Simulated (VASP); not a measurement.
## Mg: single point with PBE

Crystal: Mg.

```
Mg
1.0
     3.20927    0.00000    0.00000
    -1.60464    2.77931    0.00000
     0.00000    0.00000    5.05402
Mg
2
Direct
  0.33333 0.66667 0.25000
  0.66667 0.33333 0.75000
```

This cell differs from its parent crystal: zz strain of -3 %.

- Program: VASP 6.6.1
- Task: single point
- Functional: PBE
- Potentials or basis: VASP PAW PBE potentials, release 64 (Mg)
- Cutoff: 520 eV
- k mesh: 12 × 12 × 7
- Occupations: fermi-dirac, width 0.08 eV
- Spin: no spin polarisation
- Dipole correction: no
- Further INCAR settings: ALGO = Normal; EDIFF = 1e-06; NBANDS = 9

```json
{
  "Pressure": "0.6 GPa",
  "Band gap on the k mesh": "zero (bands 2 and 3 overlap by 1.87 eV)"
}
```

Stress tensor (GPa, compression positive):
```
0.24 0.00 0.00
0.00 0.24 0.00
0.00 0.00 1.19
```

Levels at points of the mesh, in eV from the Fermi level:
```tsv
k point	band 1	band 2	band 3	band 4	band 5	band 6
(0.00, 0.00, 0.00)	-6.96	-1.50	-0.90	10.77	10.77	10.85
(0.50, 0.00, 0.00)	-2.21	-2.20	2.79	3.15	3.60	3.91
```

Wall time 11 s on 1 thread of Intel(R) Xeon(R) Platinum 8375C CPU @ 2.90GHz (Ice Lake) (shared host), peak memory 0.17 GiB.

Caveat: the cell differs from its parent crystal (zz strain of -3 %).
